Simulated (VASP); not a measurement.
# W in VASP: a series of runs, part 2 of 3

VASP 6.6.1.

## (3) Single point, r2SCAN (biaxial strain in the a-b plane: -3.0 %)

Input file POSCAR:

```
W
1.0
    3.0733490383      0.0000000000      0.0000000000
    0.0000000000      3.0733490383      0.0000000000
    0.0000000000      0.0000000000      3.2254322897
W
2
Direct
    0.0000000000      0.0000000000      0.0000000000
    0.5000000000      0.5000000000      0.5000000000
```

Input file INCAR.step1:

```
  ALGO = Normal
  EDIFF = 1E-4
  ENCUT = 520
  GGA = PE
  ISMEAR = 0
  LASPH = True
  LCHARG = False
  LREAL = False
  LWAVE = True
  NBANDS = 21
  NELM = 60
  PREC = Accurate
  SIGMA = 0.1
```

Input file INCAR.step2:

```
  ALGO = Normal
  EDIFF = 1E-7
  ENCUT = 520
  ISIF = 2
  ISMEAR = 0
  ISTART = 1
  LASPH = True
  LCHARG = True
  LELF = True
  LMIXTAU = True
  LREAL = False
  LVHAR = True
  LWAVE = False
  METAGGA = R2SCAN
  NBANDS = 21
  NELM = 60
  PREC = Accurate
  SIGMA = 0.1
```

Input file KPOINTS:

```
k-points
0
Gamma
  16 16 16
```

Potentials or basis: VASP PAW PBE potentials, release 64 (W_sv).

Command:

```
cat potpaw_PBE.64/W_sv/POTCAR > POTCAR
cp INCAR.step1 INCAR
mpirun -np 1 vasp_std > vasp.out
cp INCAR.step2 INCAR
mpirun -np 1 vasp_std > vasp.out
```

OUTCAR:

```text
EDIFF = 1E-7
   ENCUT = 520
   ISIF = 2
   ISMEAR = 0
   ISTART = 1
   LASPH = True
   LREAL = False
   METAGGA = R2SCAN
   NELM = 60
   PREC = Accurate

 ion  position               nearest neighbor table
   1  0.000  0.000  0.000-   2 2.71   2 2.71   2 2.71   2 2.71   2 2.71   2 2.71   2 2.71   2 2.71

   2  0.500  0.500  0.500-   1 2.71   1 2.71   1 2.71   1 2.71   1 2.71   1 2.71   1 2.71   1 2.71

  LATTYP: Found a simple tetragonal cell.
 ALAT       =     3.0733490383
 C/A-ratio  =     1.0494845361

  Lattice vectors:

 A1 = (   3.0733490383,   0.0000000000,   0.0000000000)
 A2 = (   0.0000000000,   3.0733490383,   0.0000000000)
 A3 = (   0.0000000000,   0.0000000000,   3.2254322897)

Analysis of symmetry for initial positions (statically):
=====================================================================
 Subroutine PRICEL returns following result:

  LATTYP: Found a body centered tetragonal cell.
 ALAT       =     3.0733490383
 C/A-ratio  =     1.0494845361

  Lattice vectors:

 A1 = (  -1.5366745191,  -1.5366745191,  -1.6127161449)
 A2 = (   1.5366745191,   1.5366745191,  -1.6127161449)
 A3 = (   1.5366745191,  -1.5366745192,   1.6127161449)

   2 primitive cells build up your supercell.

 Routine SETGRP: Setting up the symmetry group for a
 simple tetragonal supercell.

 Subroutine GETGRP returns: Found 16 space group operations
 (whereof 16 operations were pure point group operations)
 out of a pool of 16 trial point group operations.

The static configuration has the point symmetry D_4h.

Analysis of symmetry for dynamics (positions and initial velocities):
=====================================================================
 Subroutine PRICEL returns following result:

  LATTYP: Found a body centered tetragonal cell.
 ALAT       =     3.0733490383
 C/A-ratio  =     1.0494845361

  Lattice vectors:

 A1 = (  -1.5366745191,  -1.5366745191,  -1.6127161449)
 A2 = (   1.5366745191,   1.5366745191,  -1.6127161449)
 A3 = (   1.5366745191,  -1.5366745192,   1.6127161449)

   2 primitive cells build up your supercell.

 Routine SETGRP: Setting up the symmetry group for a
 simple tetragonal supercell.

 Subroutine GETGRP returns: Found 16 space group operations
 (whereof 16 operations were pure point group operations)
 out of a pool of 16 trial point group operations.

The dynamic configuration has the point symmetry D_4h.

 Subroutine INISYM returns: Found 16 space group operations
 (whereof 16 operations are pure point group operations),
 and found     2 'primitive' translations

----------------------------------------------------------------------------------------

                                     Primitive cell

  volume of cell :      15.2329

  direct lattice vectors                    reciprocal lattice vectors
    -1.536674519 -1.536674519 -1.612716145    -0.000000000 -0.325377947 -0.310035961
     1.536674519  1.536674519 -1.612716145     0.325377947  0.000000000 -0.310035961
     1.536674519 -1.536674519  1.612716145     0.325377947 -0.325377947  0.000000000

  length of vectors
     2.706213317  2.706213317  2.706213317     0.449436431  0.449436431  0.460153905

  position of ions in fractional coordinates (direct lattice)
     0.000000000  0.000000000  0.000000000

  ion indices of the primitive-cell ions
   primitive index   ion index
                 1           1

----------------------------------------------------------------------------------------

 KPOINTS: k-points

Automatic generation of k-mesh.
 Grid dimensions read from file:
 generate k-points for:   16   16   16

 Generating k-lattice:

  Cartesian coordinates                     Fractional coordinates (reciprocal lattice)
     0.020336122  0.000000000  0.000000000     0.062500000  0.000000000  0.000000000
     0.000000000  0.020336122  0.000000000     0.000000000  0.062500000  0.000000000
     0.000000000  0.000000000  0.019377248     0.000000000  0.000000000  0.062500000

  Length of vectors
     0.020336122  0.020336122  0.019377248

  Shift w.r.t. Gamma in fractional coordinates (k-lattice)
     0.000000000  0.000000000  0.000000000

 Subroutine IBZKPT returns following result:
 ===========================================

 Found    405 irreducible k-points:

 Following reciprocal coordinates:
            Coordinates               Weight
  0.000000  0.000000  0.000000      1.000000
  0.062500  0.000000  0.000000      4.000000
  0.125000  0.000000  0.000000      4.000000
  0.187500  0.000000  0.000000      4.000000
  0.250000  0.000000  0.000000      4.000000
  0.312500  0.000000  0.000000      4.000000
[... 16 lines left out ...]
  0.437500  0.125000  0.000000      8.000000
  0.500000  0.125000  0.000000      4.000000
 [... further k-points ...]
   k-points           NKPTS =    405   k-points in BZ     NKDIM =    405   number of bands    NBANDS=     21
   number of dos      NEDOS =    301   number of ions     NIONS =      2
   total plane-waves  NPLWV =  13824
   dimension x,y,z NGX =    24 NGY =   24 NGZ =   24
   dimension x,y,z NGXF=    48 NGYF=   48 NGZF=   48
   ions per type =               2
   NGX,Y,Z   is equivalent  to a cutoff of  12.98, 12.98, 12.37 a.u.
   NGXF,Y,Z  is equivalent  to a cutoff of  25.96, 25.96, 24.74 a.u.
 SYSTEM =  unknown system
   PREC   = accura    normal or accurate (medium, high low for compatibility)
   ISTART =      1    job   : 0-new  1-cont  2-samecut
   ICHARG =      0    charge: 1-file 2-atom 10-const
   ISPIN  =      1    spin polarized calculation?
   LNONCOLLINEAR =      F non collinear calculations
   LSORBIT =      F    spin-orbit coupling
   LASPH  =      T    aspherical Exc in radial PAW
   ENCUT  =  520.0 eV  38.22 Ry    6.18 a.u.   5.71  5.71  6.00*2*pi/ulx,y,z
   NELM   =     60;   NELMIN=  2; NELMDL=  0     # of ELM steps
   EDIFF  = 0.1E-06   stopping-criterion for ELM
   LREAL  =      F    real-space projection
   EDIFFG = 0.1E-05   stopping-criterion for IOM
   NSW    =      0    number of steps for IOM
   IBRION =     -1    ionic relax: 0-MD 1-quasi-New 2-CG
   NFREE  =      0    steps in history (QN), initial steepest desc. (CG)
   ISIF   =      2    stress and relaxation
   ISYM   =      2    0-nonsym 1-usesym 2-fastsym
   POTIM  = 0.5000    time-step for ionic-motion
   TEBEG  =    0.0;   TEEND  =   0.0 temperature during run
   PSTRESS=    0.0 pullay stress
   NELECT =      28.0000    total number of electrons
   NUPDOWN=      -1.0000    fix difference up-down
   EMIN   =  10.00;   EMAX   =-10.00  energy-range for DOS
   EFERMI =   0.00;   METHOD = LEGACY
   ISMEAR =     0;   SIGMA  =   0.10  broadening in eV -4-tet -1-fermi 0-gaus
   EFERMI_NEDOS =   21; number of points for ismear=-14 and -15
   IALGO  =     38    algorithm
   IMIX   =      4    mixing-type and parameters
     AMIX     =   0.40;   BMIX     =  1.00
     AMIX_MAG =   1.60;   BMIX_MAG =  1.00
  volume/ion in A,a.u.               =      15.23       102.80
  Fermi-wavevector in a.u.,A,eV,Ry     =   1.591684  3.007847 34.469802  2.533459
  Thomas-Fermi vector in A             =   2.690186
   LORBIT       =      0    0 simple, 1 ext, 2 COOP (PROOUT), +10 PAW based schemes
   METAGGA = R2SCAN    functional components
   LHFCALC =     F    Hartree Fock is set to
   AEXX    =    0.0000 exact exchange contribution
   IVDW    =     0    specifies the selected vdW correction
   LEPSILON=     F    determine dielectric tensor
   LRPA    =     F    only Hartree local field effects (RPA)
 non-spin polarized calculation
 Gauss-broadening in eV      SIGMA  =   0.10
  energy-cutoff  :      520.00
  volume of cell :       30.47
 maximum number of plane-waves:       844
 NGX is ok and might be reduce to    24
   NGX = 11   NGY = 11   NGZ = 11

 number of electron      28.0000000 magnetization

 Free energy of the ion-electron system (eV)
  ---------------------------------------------------
  ext. energy  EPLUGINS =         0.00000000
  ---------------------------------------------------
  free energy    TOTEN  =      -102.57687649 eV

  energy without entropy =     -102.57207159  energy(sigma->0) =     -102.57447404

 E-fermi :  11.9104     XC(G=0): -15.2195

 val. band max:       11.9053789249   @ k =   0.2500   0.0625   0.1250
 cond. band min:      11.9130601477   @ k =   0.5000   0.4375   0.1250
 fundamental gap:      0.0076812228
 Fermi energy:        11.9103809159

 k-point     1 :       0.0000    0.0000    0.0000
  band No.  band energies     occupation
      1     -64.1885      2.00000
      2     -63.8787      2.00000
      3     -28.1644      2.00000
      4     -28.0034      2.00000
      5     -28.0034      2.00000
      6     -26.9882      2.00000
[... 550 lines left out ...]
      5     -27.5599      2.00000
      6     -27.5599      2.00000
[... 13 lines left out ...]
     20      16.4224      0.00000
     21      26.8261      0.00000

 [... further k-points ...]
[... 5 lines left out ...]
  --------------------------------------------------------------------------------------
  -------------------------------------------------------------------------------------
  Total        4.3222173      4.3222173      1.0825601      0.0000000      0.0000000      0.0000000
  in kB      227.3031605    227.3031605     56.9312722      0.0000000      0.0000000      0.0000000
  external PRESSURE =     170.5125311 kB  Pullay stress =       0.0000000 kB

 VOLUME and BASIS-vectors are now :
 -----------------------------------------------------------------------------
  energy-cutoff  :      520.00
  volume of cell :       30.47
      direct lattice vectors                 reciprocal lattice vectors
     3.073349038  0.000000000  0.000000000     0.325377947  0.000000000  0.000000000
     0.000000000  3.073349038  0.000000000     0.000000000  0.325377947  0.000000000
     0.000000000  0.000000000  3.225432290     0.000000000  0.000000000  0.310035961

 POSITION                                       TOTAL-FORCE (eV/Angst)
 -----------------------------------------------------------------------------------
      0.00000      0.00000      0.00000         0.000000     -0.000000     -0.000000
      1.53667      1.53667      1.61272        -0.000000      0.000000      0.000000
 -----------------------------------------------------------------------------------
    total drift:                                0.000000      0.000000     -0.000000

  FREE ENERGIE OF THE ION-ELECTRON SYSTEM (eV)
  ---------------------------------------------------
  free  energy   TOTEN  =      -102.5768764853 eV

  energy  without entropy=     -102.5720715891  energy(sigma->0) =     -102.57447404
```

Wall time 6.2 min (1 thread of AMD EPYC 9R45 (Zen 5), shared host); peak memory 0.28 GiB.

What came out:

- Free energy: -102.5769 eV
- Pressure: 17.1 GPa
- Band gap on the k mesh: zero (bands 14 and 15 overlap by 1.78 eV)

Caveat: the cell differs from its parent crystal (biaxial strain in the a-b plane: -3.0 %); the cell stands under pressure; the PAW data sets were made with another functional, which shifts forces and pressure a little; spin-orbit coupling is left out, which moves the levels of the heavy elements.

(Continued in part 3 of 3.)
